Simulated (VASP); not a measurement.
# H4CO in VASP: notebook

The runs below take H4CO through single point, with PBE+D3(BJ).

Everything below comes from runs of VASP 6.6.1. Logs are shortened: lines on timing, memory, paths and dates and some standing lists are left out, and cuts for length are marked.

## 1. The cell of the first run

The cell holds an amorphous packing of atoms, 36 atoms: a = 8.138 Å, b = 8.073 Å, c = 8.057 Å, α = 90.00°, β = 90.00°, γ = 90.00°.

## 2. Single point, PBE+D3(BJ)

Contents of INCAR:

```
PREC = Accurate
ENCUT = 520
EDIFF = 1E-6
ISMEAR = -1
SIGMA = 0.05
LREAL = Auto
LASPH = T
NELM = 100
ALGO = Normal
ISIF = 2
LWAVE = F
LCHARG = F
GGA = PE
IVDW = 12
NBANDS = 66
```

Contents of KPOINTS:

```
regular mesh
0
Gamma
  1 1 1
```

Contents of POSCAR:

```
H4CO
1.0
    8.1379420000      0.0000000000      0.0000000000
    0.0000000000      8.0728890000      0.0000000000
    0.0000000000      0.0000000000      8.0571080000
C O H
6 6 24
Direct
    0.1314091450      0.3271071855      0.6942813724
    0.3656329819      0.7214269885      0.9307061541
    0.8823238111      0.7498306988      0.2317208606
    0.6771859519      0.6356460494      0.6797352102
    0.6165317964      0.1642782404      0.0680765357
    0.3933304022      0.9620100066      0.5337398977
    0.0437579919      0.4152292940      0.5710361584
    0.4903328139      0.8227290131      1.0139494221
    1.0285155633      0.6680508056      0.1788855257
    0.7524998335      0.5804489570      0.8180230425
    0.4422739803      0.1524856839      0.0833053249
    0.5321492830      0.9827708519      0.4344859222
    0.2281412180      0.3841747360      0.7588454815
    0.0991159681      0.5181044853      0.5316671937
    0.0404524879      0.2510501507      0.7610050653
    0.1901586421      0.2435559315      0.6189441671
    0.2615157493      0.7970133121      0.8887928522
    0.5369539375      0.9326896480      0.9543250506
    0.4155473214      0.6710980419      0.7865725518
    0.3264338822      0.6313477121      1.0146568719
    0.7754171755      0.7340742577      0.1523003043
    1.1173340877      0.7383725950      0.2346375399
    0.8252454982      0.7102785632      0.3391043039
    0.9399182250      0.8781490740      0.2590259433
    0.6963922820      0.7802658999      0.6758256188
    0.8320899805      0.4938380795      0.8189663090
    0.7232295340      0.6030430989      0.5568747496
    0.5498564625      0.5793093402      0.6510896962
    0.6681173201      0.2708076378      0.1401371311
    0.4245422246      0.0342504400      0.0845464651
    0.6857384828      0.0579470373      0.1503889485
    0.6407516790      0.1381166024     -0.0512094414
    0.2819017388      0.9780141905      0.4553122535
    0.4996103437      1.0271787460      0.3168134273
    0.4024358984      0.8273618032      0.5741638315
    0.3947681121      1.0190280084      0.6695454498
```

Potentials or basis: VASP PAW PBE potentials, release 64 (C, O, H).

Run with:

```
$ cat potpaw_PBE.64/C/POTCAR potpaw_PBE.64/O/POTCAR potpaw_PBE.64/H/POTCAR > POTCAR
$ mpirun -np 1 vasp_gam > vasp.out
```

OUTCAR:

```text
PREC = Accurate
   ENCUT = 520
   EDIFF = 1E-6
   ISMEAR = -1
   LREAL = Auto
   LASPH = T
   NELM = 100
   ISIF = 2
   GGA = PE
   IVDW = 12
 IVDW          = 12

 ion  position               nearest neighbor table
   1  0.131  0.327  0.694-  16 1.03  13 1.05  15 1.10   7 1.41
   2  0.366  0.721  0.931-  20 1.04  17 1.10  19 1.30   8 1.47
   3  0.882  0.750  0.232-  23 1.03  21 1.09  24 1.16   9 1.43
   4  0.677  0.636  0.680-  27 1.09  28 1.15  25 1.18  10 1.35
   5  0.617  0.164  0.068-  32 1.00  29 1.12  31 1.22  11 1.43
   6  0.393  0.962  0.534-  33 1.11  35 1.14  36 1.19  12 1.39
   7  0.044  0.415  0.571-  14 1.00   1 1.41
   8  0.490  0.823  0.014-  18 1.08   2 1.47
   9  0.029  0.668  0.179-  22 1.02   3 1.43
  10  0.752  0.580  0.818-  26 0.95   4 1.35
  11  0.442  0.152  0.083-  30 0.97   5 1.43
  12  0.532  0.983  0.434-  34 1.05   6 1.39
  13  0.228  0.384  0.759-   1 1.05
  14  0.099  0.518  0.532-   7 1.00
  15  0.040  0.251  0.761-   1 1.10
  16  0.190  0.244  0.619-   1 1.03
  17  0.262  0.797  0.889-   2 1.10
  18  0.537  0.933  0.954-   8 1.08
[... 16 lines left out ...]
  35  0.402  0.827  0.574-   6 1.14
  36  0.395  0.019  0.670-   6 1.19

  LATTYP: Found a simple orthorhombic cell.
 ALAT       =     8.0571080000
 B/A-ratio  =     1.0019586432
 C/A-ratio  =     1.0100326321

  Lattice vectors:

 A1 = (   0.0000000000,   0.0000000000,  -8.0571080000)
 A2 = (   0.0000000000,   8.0728890000,   0.0000000000)
 A3 = (   8.1379420000,   0.0000000000,   0.0000000000)

Analysis of symmetry for initial positions (statically):
=====================================================================
 Subroutine PRICEL returns:
 Original cell was already a primitive cell.

 Routine SETGRP: Setting up the symmetry group for a
 simple orthorhombic supercell.

 Subroutine GETGRP returns: Found  1 space group operations
 (whereof  1 operations were pure point group operations)
 out of a pool of  8 trial point group operations.

The static configuration has the point symmetry C_1 .

Analysis of symmetry for dynamics (positions and initial velocities):
=====================================================================
 Subroutine PRICEL returns:
 Original cell was already a primitive cell.

 Routine SETGRP: Setting up the symmetry group for a
 simple orthorhombic supercell.

 Subroutine GETGRP returns: Found  1 space group operations
 (whereof  1 operations were pure point group operations)
 out of a pool of  8 trial point group operations.

The dynamic configuration has the point symmetry C_1 .

 Subroutine INISYM returns: Found  1 space group operations
 (whereof  1 operations are pure point group operations),
 and found     1 'primitive' translations

----------------------------------------------------------------------------------------

                                     Primitive cell

  volume of cell :     529.3254

  direct lattice vectors                    reciprocal lattice vectors
     8.137942000  0.000000000  0.000000000     0.122881190  0.000000000  0.000000000
     0.000000000  8.072889000  0.000000000     0.000000000  0.123871392  0.000000000
     0.000000000  0.000000000  8.057108000     0.000000000  0.000000000  0.124114012

  length of vectors
     8.137942000  8.072889000  8.057108000     0.122881190  0.123871392  0.124114012

  position of ions in fractional coordinates (direct lattice)
     0.131409145  0.327107185  0.694281372
     0.365632982  0.721426988  0.930706154
     0.882323811  0.749830699  0.231720861
     0.677185952  0.635646049  0.679735210
     0.616531796  0.164278240  0.068076536
     0.393330402  0.962010007  0.533739898
[... 28 lines left out ...]
     0.402435898  0.827361803  0.574163832
     0.394768112  0.019028008  0.669545450

  ion indices of the primitive-cell ions
   primitive index   ion index
                 1           1
                 2           2
                 3           3
                 4           4
                 5           5
                 6           6
[... 28 lines left out ...]
                35          35
                36          36

----------------------------------------------------------------------------------------

 KPOINTS: regular mesh

Automatic generation of k-mesh.
 Grid dimensions read from file:
 generate k-points for:    1    1    1

 Generating k-lattice:

  Cartesian coordinates                     Fractional coordinates (reciprocal lattice)
     0.122881190  0.000000000  0.000000000     1.000000000  0.000000000  0.000000000
     0.000000000  0.123871392  0.000000000     0.000000000  1.000000000  0.000000000
     0.000000000  0.000000000  0.124114012     0.000000000  0.000000000  1.000000000

  Length of vectors
     0.122881190  0.123871392  0.124114012

  Shift w.r.t. Gamma in fractional coordinates (k-lattice)
     0.000000000  0.000000000  0.000000000

 Subroutine IBZKPT returns following result:
 ===========================================

 Found      1 irreducible k-points:

 Following reciprocal coordinates:
            Coordinates               Weight
  0.000000  0.000000  0.000000      1.000000
   k-points           NKPTS =      1   k-points in BZ     NKDIM =      1   number of bands    NBANDS=     66
   number of dos      NEDOS =    301   number of ions     NIONS =     36
   total plane-waves  NPLWV = 230400
   dimension x,y,z NGX =    64 NGY =   60 NGZ =   60
   dimension x,y,z NGXF=   128 NGYF=  120 NGZF=  120
   ions per type =               6   6  24
   NGX,Y,Z   is equivalent  to a cutoff of  13.07, 12.36, 12.38 a.u.
   NGXF,Y,Z  is equivalent  to a cutoff of  26.15, 24.71, 24.76 a.u.
 SYSTEM =  unknown system
   PREC   = accura    normal or accurate (medium, high low for compatibility)
   ISTART =      0    job   : 0-new  1-cont  2-samecut
   ICHARG =      2    charge: 1-file 2-atom 10-const
   ISPIN  =      1    spin polarized calculation?
   LNONCOLLINEAR =      F non collinear calculations
   LSORBIT =      F    spin-orbit coupling
   LASPH  =      T    aspherical Exc in radial PAW
   ENCUT  =  520.0 eV  38.22 Ry    6.18 a.u.  15.13 15.01 14.98*2*pi/ulx,y,z
   NELM   =    100;   NELMIN=  2; NELMDL= -5     # of ELM steps
   EDIFF  = 0.1E-05   stopping-criterion for ELM
   LREAL  =      T    real-space projection
   EDIFFG = 0.1E-04   stopping-criterion for IOM
   NSW    =      0    number of steps for IOM
   IBRION =     -1    ionic relax: 0-MD 1-quasi-New 2-CG
   NFREE  =      0    steps in history (QN), initial steepest desc. (CG)
   ISIF   =      2    stress and relaxation
   ISYM   =      2    0-nonsym 1-usesym 2-fastsym
   POTIM  = 0.5000    time-step for ionic-motion
   TEBEG  =    0.0;   TEEND  =   0.0 temperature during run
   PSTRESS=    0.0 pullay stress
   NELECT =      84.0000    total number of electrons
   NUPDOWN=      -1.0000    fix difference up-down
   EMIN   =  10.00;   EMAX   =-10.00  energy-range for DOS
   EFERMI =   0.00;   METHOD = LEGACY
   ISMEAR =    -1;   SIGMA  =   0.05  broadening in eV -4-tet -1-fermi 0-gaus
   EFERMI_NEDOS =   21; number of points for ismear=-14 and -15
   IALGO  =     38    algorithm
   IMIX   =      4    mixing-type and parameters
     AMIX     =   0.40;   BMIX     =  1.00
     AMIX_MAG =   1.60;   BMIX_MAG =  1.00
  volume/ion in A,a.u.               =      14.70        99.22
  Fermi-wavevector in a.u.,A,eV,Ry     =   0.886326  1.674914 10.688389  0.785574
  Thomas-Fermi vector in A             =   2.007478
   LORBIT       =      0    0 simple, 1 ext, 2 COOP (PROOUT), +10 PAW based schemes
   GGA     = PE    functional components
   LHFCALC =     F    Hartree Fock is set to
   AEXX    =    0.0000 exact exchange contribution
   IVDW    =    12    specifies the selected vdW correction
   LEPSILON=     F    determine dielectric tensor
   LRPA    =     F    only Hartree local field effects (RPA)
 non-spin polarized calculation
  energy-cutoff  :      520.00
  volume of cell :      529.33
 maximum number of plane-waves:      7105
 NGX is ok and might be reduce to    64
   NGX = 31   NGY = 31   NGZ = 29

 number of electron      83.9999989 magnetization

 Free energy of the ion-electron system (eV)
  ---------------------------------------------------
  ext. energy  EPLUGINS =         0.00000000
  ---------------------------------------------------
  free energy    TOTEN  =      -177.46595795 eV

  energy without entropy =     -177.46595795  energy(sigma->0) =     -177.46595795

 E-fermi :  -2.3546     XC(G=0):  -5.3885

 val. band max:       -3.6400918254   @ k =   0.0000   0.0000   0.0000
 cond. band min:       0.3889500919   @ k =   0.0000   0.0000   0.0000
 fundamental gap:      4.0290419173
 Fermi energy:        -2.3545755331

 k-point     1 :       0.0000    0.0000    0.0000
  band No.  band energies     occupation
      1     -23.9371      2.00000
      2     -23.5818      2.00000
      3     -23.1742      2.00000
      4     -23.1226      2.00000
      5     -23.0845      2.00000
      6     -22.8404      2.00000
[... 46 lines left out ...]
     53       3.5715      0.00000
     54       3.8438      0.00000
 [bands above 54 left out]

------------------------ aborting loop because EDIFF is reached ----------------------------------------

 Edisp (eV)   -0.95454

 E8    (eV) :    -0.2071

  FORCE on cell =-STRESS in cart. coord.  units (eV):
  Direction    XX          YY          ZZ          XY          YZ          ZX
  --------------------------------------------------------------------------------------
  -------------------------------------------------------------------------------------
  Total       1.17476    -3.33795    -1.37375    -7.93096     0.05246    -6.80740
  in kB       3.55579   -10.10339    -4.15810   -24.00565     0.15880   -20.60483
  external pressure =       -3.57 kB  Pullay stress =        0.00 kB

 VOLUME and BASIS-vectors are now :
 -----------------------------------------------------------------------------
  energy-cutoff  :      520.00
  volume of cell :      529.33
      direct lattice vectors                 reciprocal lattice vectors
     8.137942000  0.000000000  0.000000000     0.122881190  0.000000000  0.000000000
     0.000000000  8.072889000  0.000000000     0.000000000  0.123871392  0.000000000
     0.000000000  0.000000000  8.057108000     0.000000000  0.000000000  0.124114012

 POSITION                                       TOTAL-FORCE (eV/Angst)
 -----------------------------------------------------------------------------------
      1.06940      2.64070      5.59390        -1.569359     -0.711232     -0.860962
      2.97550      5.82400      7.49880         1.824294      2.023565     -4.692117
      7.18030      6.05330      1.86700         1.580341      2.747787     -0.699318
      5.51090      5.13150      5.47670        -0.582793      1.556396     -2.753522
      5.01730      1.32620      0.54850         0.845133     -1.255671      5.929569
      3.20090      7.76620      4.30040        -0.400695     -2.003157      1.632172
[... 28 lines left out ...]
      3.27500      6.67920      4.62610        -0.671585      0.520147     -0.385396
      3.21260      0.15361      5.39460        -0.065591      0.310531     -2.211104
 -----------------------------------------------------------------------------------
    total drift:                               -0.017367      0.009212     -0.025976

  FREE ENERGIE OF THE ION-ELECTRON SYSTEM (eV)
  ---------------------------------------------------
  free  energy   TOTEN  =      -178.4204958245 eV

  energy  without entropy=     -178.4204958245  energy(sigma->0) =     -178.42049582
```

Wall time 51 s (1 thread of Intel Xeon Platinum 8375C at 2.90GHz (Ice Lake), shared host); peak memory 0.49 GiB.

Results:

```yaml
Free_energy: -178.4205 eV
Pressure: -0.4 GPa
Largest_force: 6.120 eV/Å
Band_gap_on_the_k_mesh: 4.03 eV
Dispersion_energy_per_atom: -0.027 eV
```

Forces on the atoms (eV/Å):
```
C   -1.569 -0.711 -0.861
C    1.824  2.024 -4.692
C    1.580  2.748 -0.699
C   -0.583  1.556 -2.754
C    0.845 -1.256  5.930
C   -0.401 -2.003  1.632
O   -0.812  2.492 -0.595
O    0.749  1.918 -0.804
O    1.731  0.093  0.815
O   -0.050  0.084  2.466
O   -0.228  0.827  0.871
O    0.583  1.654 -2.623
H    0.604  1.312  1.412
H   -0.325 -1.076  0.552
H    0.218  0.529  0.641
H    1.827 -2.544 -1.074
H   -0.288  0.172  0.434
H   -1.442 -3.547  0.515
H   -0.884  0.548  3.559
H   -0.251 -1.490  1.046
H    0.333  0.588 -1.381
H   -1.221 -1.600 -1.133
H   -0.230 -1.218  2.852
H   -2.163 -0.573 -0.490
H   -1.250 -1.726  0.113
H    0.449 -0.647 -0.971
H    1.325 -0.459 -0.210
H    0.549  1.053  1.028
H   -0.442  0.117 -1.342
H   -0.789 -0.842 -0.031
H   -1.172  1.264 -1.415
H    1.763  0.236 -3.806
H   -0.038  0.282  0.974
H    0.493 -0.634  2.637
H   -0.672  0.520 -0.385
H   -0.066  0.311 -2.211
```

Stress tensor (GPa, compression positive):
```
 0.36 -2.40 -2.06
-2.40 -1.01  0.02
-2.06  0.02 -0.42
```

Caveat: the k points lie up to 0.78 Å⁻¹ apart.

## 3. Single point, PBE+D3(BJ)

This run uses another cell than the first one, of 15.90 Å³/atom, 1.081 times its volume.

Contents of INCAR:

```
  PREC = Accurate
  ENCUT = 520
  EDIFF = 1E-6
  ISMEAR = -1
  SIGMA = 0.05
  LREAL = Auto
  LASPH = True
  NELM = 100
  ALGO = Normal
  ISIF = 2
  LWAVE = False
  LCHARG = True
  GGA = PE
  IVDW = 12
  LELF = True
  LVHAR = True
  NBANDS = 66
```

Contents of KPOINTS:

```
Automatic mesh
0
Gamma
  1 1 1
```

Contents of POSCAR:

```
H4CO
1.0
    8.4284360000      0.0000000000      0.0000000000
    0.0000000000      8.1775570000      0.0000000000
    0.0000000000      0.0000000000      8.3037040000
C O H
6 6 24
Direct
    0.0810114712      0.2779803308      0.7006752649
    0.3596278123      0.6772805130      0.9057885493
    0.8673495296      0.6973231737      0.2686752803
    0.6878500353      0.6221662533      0.6058621550
    0.6100301408      0.1348691302      0.0812288107
    0.4440206938      0.9950526789      0.4964170206
   -0.0071306230      0.3741948849      0.5958545729
    0.4956554217      0.7621347060      0.9779972889
    0.9988211336      0.6838472664      0.1350361236
    0.7417746305      0.5746459487      0.7722698208
    0.4343510469      0.1433313152      0.1466935719
    0.5925654534      1.0718115447      0.4722832124
    0.0275258660      0.2881422899      0.8419616113
    0.0458448044      0.4617638251      0.5435285265
    0.0369582210      0.1514755568      0.6600909666
    0.2241578390      0.3189950250      0.6757827591
    0.2757213794      0.7765399862      0.8964192365
    0.5807245852      0.6860361842      0.9393518844
    0.3846858421      0.6207966511      0.7834696420
    0.3179118878      0.5769693810      0.9927858700
    0.7454051974      0.6871856717      0.2090512860
    1.1136823012      0.6726214198      0.1867479862
    0.8875549390      0.6065625712      0.3792283540
    0.8663410388      0.8202327419      0.2864263948
    0.6180387441      0.7333363742      0.6106792824
    0.8527204810      0.5314301080      0.7622381530
    0.7779379235      0.6285862636      0.5226462793
    0.5835246302      0.5291311329      0.6031766065
    0.7013638117      0.1901179044      0.1734045433
    0.3830603922      0.0685412526      0.0593590523
    0.6513070752      0.0134514501      0.0564687759
    0.5791584583      0.2395336407     -0.0022399642
    0.3559616517      1.0572472928      0.4241601098
    0.5848534651      1.0666021649      0.3463394167
    0.4378036447      0.8711770520      0.4627693858
    0.4023166338      0.9815645431      0.6194344114
```

Potentials or basis: VASP PAW PBE potentials, release 64 (C, O, H).

Run with:

```
$ cat potpaw_PBE.64/C/POTCAR potpaw_PBE.64/O/POTCAR potpaw_PBE.64/H/POTCAR > POTCAR
$ mpirun -np 1 vasp_gam > vasp.out
```

Wall time 72 s (1 thread of Intel Xeon Platinum 8375C at 2.90GHz (Ice Lake), shared host); peak memory 0.51 GiB.

The run converged. Its results:

```
Free energy                : -178.3643 eV
Pressure                   : -2.5 GPa
Largest force              : 6.276 eV/Å
Band gap on the k mesh     : 3.86 eV
Dispersion energy per atom : -0.024 eV
```

Forces on the atoms (eV/Å):
```
C    1.099 -0.507  1.245
C    0.280 -0.461  0.926
C    1.193 -3.359 -1.783
C   -4.043 -2.172  4.281
C   -1.280  3.826  1.689
C   -1.004  0.585  0.722
O   -2.168  0.775 -0.410
O    0.572 -1.871 -1.262
O    0.930 -0.710  2.176
O    1.211  0.719 -0.793
O    0.876 -2.550 -1.532
O   -0.122 -0.572 -2.704
H    1.646  0.176 -2.600
H    0.964  0.603 -0.109
H    1.528  0.664  0.717
H   -2.910 -1.647  1.235
H   -0.957 -0.093 -0.264
H    0.166  0.992  0.549
H   -0.060  0.507  0.908
H    0.141  0.837 -0.958
H    1.263 -1.011  0.270
H   -3.138  0.332 -0.840
H   -0.195  1.649 -2.353
H    0.387  3.108  1.809
H    0.473  0.925  0.280
H   -1.205  0.347 -0.011
H    1.258 -0.380 -1.389
H    1.557  0.564 -1.568
H   -1.644 -0.624 -0.786
H    0.821  1.386  1.949
H   -0.257 -0.579 -0.972
H    1.752 -1.430 -0.570
H   -0.694  0.324 -0.072
H    0.797  0.672  2.461
H    0.430 -1.921 -1.069
H    0.331  0.892  0.828
```

Stress tensor (GPa, compression positive):
```
-4.01 -0.55 -0.22
-0.55 -0.37  0.57
-0.22  0.57 -3.01
```

Levels at points of the mesh, in eV from the valence-band top:
```csv
k point,band 38,band 39,band 40,band 41,band 42,band 43,band 44,band 45,band 46,band 47
"(0.00, 0.00, 0.00)",-0.53,-0.43,-0.39,-0.08,0.00,3.86,4.85,5.28,5.38,5.70
```

Caveat: the k points lie up to 0.77 Å⁻¹ apart.

[end of part 1 of 2]
